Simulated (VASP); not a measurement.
# KI (Pm-3m) in VASP: a series of runs, part 2 of 2

VASP 6.6.1. The steps go on from the part before.

## (4) Single point, r2SCAN

POSCAR reads:

```
KI
1.0
    4.2909401063      0.0000000000      0.0000000000
    0.0000000000      4.2909401063      0.0000000000
    0.0000000000      0.0000000000      4.2909401063
K I
1 1
Direct
    0.0000000000      0.0000000000      0.0000000000
    0.5000000000      0.5000000000      0.5000000000
```

INCAR.step1 reads:

```
SYSTEM = KI
ALGO = Normal
EDIFF = 1E-4
ENCUT = 520
GGA = PE
ISMEAR = 0
LASPH = .True.
LCHARG = .False.
LREAL = .False.
LWAVE = .True.
NBANDS = 15
NELM = 80
PREC = Accurate
SIGMA = 0.5
```

INCAR.step2 reads:

```
SYSTEM = KI
ALGO = Normal
EDIFF = 1E-6
ENCUT = 520
ISIF = 2
ISMEAR = 0
ISTART = 1
LASPH = .True.
LCHARG = .True.
LELF = .True.
LMIXTAU = .True.
LREAL = .False.
LVHAR = .True.
LWAVE = .False.
METAGGA = R2SCAN
NBANDS = 15
NELM = 80
PREC = Accurate
SIGMA = 0.5
```

KPOINTS reads:

```
k-points
0
Gamma
  4 4 4
  0 0 0
```

Potentials or basis: VASP PAW PBE potentials, release 64 (K_sv, I).

The run is started by

```sh
cat potpaw_PBE.64/K_sv/POTCAR potpaw_PBE.64/I/POTCAR > POTCAR
cp INCAR.step1 INCAR
mpirun -np 1 vasp_std > vasp.out
cp INCAR.step2 INCAR
mpirun -np 1 vasp_std > vasp.out
```

OUTCAR:

```text
SYSTEM = KI
   EDIFF = 1E-6
   ENCUT = 520
   ISIF = 2
   ISMEAR = 0
   ISTART = 1
   LASPH = .True.
   LREAL = .False.
   METAGGA = R2SCAN
   NELM = 80
   PREC = Accurate

 ion  position               nearest neighbor table
   1  0.000  0.000  0.000-
   2  0.500  0.500  0.500-

  LATTYP: Found a simple cubic cell.
 ALAT       =     4.2909401063

  Lattice vectors:

 A1 = (   4.2909401063,   0.0000000000,   0.0000000000)
 A2 = (   0.0000000000,   4.2909401063,   0.0000000000)
 A3 = (   0.0000000000,   0.0000000000,   4.2909401063)

Analysis of symmetry for initial positions (statically):
=====================================================================
 Subroutine PRICEL returns:
 Original cell was already a primitive cell.

 Routine SETGRP: Setting up the symmetry group for a
 simple cubic supercell.

 Subroutine GETGRP returns: Found 48 space group operations
 (whereof 48 operations were pure point group operations)
 out of a pool of 48 trial point group operations.

The static configuration has the point symmetry O_h .

Analysis of symmetry for dynamics (positions and initial velocities):
[... 156 lines left out ...]
      3     -12.6908      2.00000
      4     -12.6908      2.00000
      5     -10.9058      2.00000
      6       0.2145      2.00000
      7       0.2145      2.00000
      8       0.2145      2.00000
      9       4.6208      0.00000
     10       5.8352      0.00000
     11       5.8352      0.00000
     12       9.6779      0.00000
     13       9.6779      0.00000
     14       9.6779      0.00000
[... 149 lines left out ...]
      2     -12.7527      2.00000
      3     -12.7527      2.00000
      4     -12.7527      2.00000
      5     -10.3442      2.00000
      6      -1.1029      2.00000
      7      -1.1029      2.00000
      8      -1.1029      2.00000
      9       6.7159      0.00000
     10       6.7159      0.00000
     11       6.7159      0.00000
     12      10.2080      0.00000
     13      10.2080      0.00000
     14      10.2080      0.00000
     15      10.7841      0.00000

------------------------ aborting loop because EDIFF is reached ----------------------------------------

  FORCE on cell =-STRESS in cart. coord.  units (eV):
  Direction    XX          YY          ZZ          XY          YZ          ZX
  --------------------------------------------------------------------------------------
  -------------------------------------------------------------------------------------
  Total        0.0322882      0.0322882      0.0322882      0.0000000     -0.0000000      0.0000000
  in kB        0.6547817      0.6547817      0.6547817      0.0000000     -0.0000000      0.0000000
  external PRESSURE =       0.6547817 kB  Pullay stress =       0.0000000 kB

 VOLUME and BASIS-vectors are now :
 -----------------------------------------------------------------------------
  energy-cutoff  :      520.00
  volume of cell :       79.01
      direct lattice vectors                 reciprocal lattice vectors
     4.290940106  0.000000000  0.000000000     0.233049163  0.000000000  0.000000000
     0.000000000  4.290940106  0.000000000     0.000000000  0.233049163  0.000000000
     0.000000000  0.000000000  4.290940106     0.000000000  0.000000000  0.233049163

 POSITION                                       TOTAL-FORCE (eV/Angst)
 -----------------------------------------------------------------------------------
      0.00000      0.00000      0.00000         0.000000      0.000000      0.000000
      2.14547      2.14547      2.14547         0.000000      0.000000      0.000000
 -----------------------------------------------------------------------------------
    total drift:                                0.000000      0.000000     -0.000000

  FREE ENERGIE OF THE ION-ELECTRON SYSTEM (eV)
  ---------------------------------------------------
  free  energy   TOTEN  =       -33.8571883055 eV

  energy  without entropy=      -33.8571883040  energy(sigma->0) =      -33.85718830
```

OSZICAR.step1:

```text
N       E                     dE             d eps       ncg     rms          rms(c)
DAV:   1     0.914976923738E+02    0.91498E+02   -0.64668E+03   300   0.906E+02
DAV:   2     0.126815778559E+00   -0.91371E+02   -0.85352E+02   391   0.219E+02
DAV:   3    -0.527110992181E+01   -0.53979E+01   -0.53705E+01   442   0.466E+01
DAV:   4    -0.552124165682E+01   -0.25013E+00   -0.25009E+00   458   0.865E+00
DAV:   5    -0.552326205835E+01   -0.20204E-02   -0.20204E-02   426   0.899E-01    0.268E+00
DAV:   6    -0.542965999833E+01    0.93602E-01   -0.67933E-02   391   0.175E+00    0.193E+00
DAV:   7    -0.540954976802E+01    0.20110E-01   -0.91743E-02   384   0.174E+00    0.744E-01
DAV:   8    -0.541212909024E+01   -0.25793E-02   -0.13462E-02   358   0.749E-01    0.151E-01
DAV:   9    -0.541227214435E+01   -0.14305E-03   -0.50287E-04   419   0.150E-01    0.724E-02
DAV:  10    -0.541233353828E+01   -0.61394E-04   -0.79284E-05   330   0.585E-02
   1 F= -.54123335E+01 E0= -.54123334E+01  d E =-.310699E-06
```

Run time: 35 s. Hardware: 1 thread of AMD EPYC 7R13 (Zen 3), shared host; peak memory 0.16 GiB.

Results:

- Free energy: -33.8572 eV
- Pressure: 0.1 GPa
- Band gap on the k mesh: 4.04 eV (least direct gap 4.41 eV)

Levels at points of the mesh, in eV from the valence-band top:
| k point | band 5 | band 6 | band 7 | band 8 | band 9 | band 10 | band 11 | band 12 |
| --- | --- | --- | --- | --- | --- | --- | --- | --- |
| (0.00, 0.00, 0.00) | -11.49 | -0.37 | -0.37 | -0.37 | 4.04 | 5.25 | 5.25 | 9.09 |
| (0.50, 0.00, 0.00) | -11.17 | -2.31 | -0.29 | -0.29 | 6.14 | 6.71 | 7.63 | 7.76 |
| (0.50, 0.50, 0.00) | -11.12 | -1.75 | -1.75 | 0.00 | 4.44 | 6.36 | 7.41 | 7.41 |
| (0.50, 0.50, 0.50) | -10.93 | -1.69 | -1.69 | -1.69 | 6.13 | 6.13 | 6.13 | 9.62 |

Caveat: the PAW data sets were made with another functional, which shifts forces and pressure a little; spin-orbit coupling is left out, which moves the levels of the heavy elements. A k mesh can miss the band edges.
